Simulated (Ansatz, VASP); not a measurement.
**One calculation of KF, two programs**

INCAR

```
SYSTEM = KF
PREC     = Accurate       ! precision mode
ENCUT    = 520            ! plane-wave cutoff, eV
EDIFF    = 1E-6           ! SCF threshold, eV
ISMEAR   = -1             ! smearing method
SIGMA    = 0.02           ! smearing width, eV
LREAL    = .False.        ! projectors in reciprocal space
LASPH    = .True.         ! aspherical terms in the spheres
NELM     = 100            ! most SCF steps
ALGO     = Normal         ! electronic algorithm
ISIF     = 2              ! what is computed and relaxed
LWAVE    = .False.        ! write WAVECAR
LCHARG   = .True.         ! write CHGCAR
GGA      = PE             ! functional
LELF     = .True.         ! ELF
LVHAR    = .True.       
NBANDS   = 15             ! bands
```

KPOINTS

```
regular mesh
0
Gamma
  8 8 8
  0 0 0
```

The input POSCAR:

```
KF
1.0
    3.3457613923      0.0000000000      0.0000000000
    0.0000000000      3.3457613923      0.0000000000
    0.0000000000      0.0000000000      3.1788706815
K F
1 1
Direct
    0.0000000000      0.0000000000      0.0000000000
    0.5000000000      0.5000000000      0.5000000000
```

Input for Ansatz:

```yaml
crystal:
  lattice:
    - [3.3457613923, 0.0, 0.0]
    - [0.0, 3.3457613923, 0.0]
    - [0.0, 0.0, 3.1788706815]
  atoms:
    - { symbol: K, position: [0.0, 0.0, 0.0] }
    - { symbol: F, position: [0.5, 0.5, 0.5] }
kpoints:
  mp_grid: { grid: [8, 8, 8] }
  band_path:
    path: [[0.0, 0.0, 0.0], [0.0, 0.5, 0.0], [0.5, 0.5, 0.0], [0.5, 0.5, 0.5]]
    npoints: 1
hamiltonian:
  xc: pbe
scf:
  occupations: { method: fermi_dirac, width: 0.02 }
  n_extra_bands: 4
output:
  forces: true
  stress: true
  eigenvalues: true
```

Change from the starting cell: biaxial_xy strain +5.2%.

Alike in both runs: task single point; functional PBE; k mesh 8 × 8 × 8; occupations fermi-dirac, width 0.02 eV; no spin polarisation.

```csv
,VASP,Ansatz
version,VASP 6.6.1,Ansatz 0.2.0
potentials or method,"VASP PAW PBE potentials, release 64 (K_sv, F)","plane waves, PAW"
plane-wave cutoff (eV),520,420
valence electrons in the cell,16,16
```

Ansatz gave:

* gap on the k mesh at the Fermi level (eV): 5.96
* pressure (GPa): -0.8
* traceless stress, the component that is largest in VASP (GPa): 2.82

Q: Which values does VASP return?

A: gap on the k mesh at the Fermi level (eV): 5.94; pressure (GPa): -0.9; traceless stress, the component that is largest in VASP (GPa): 2.83.
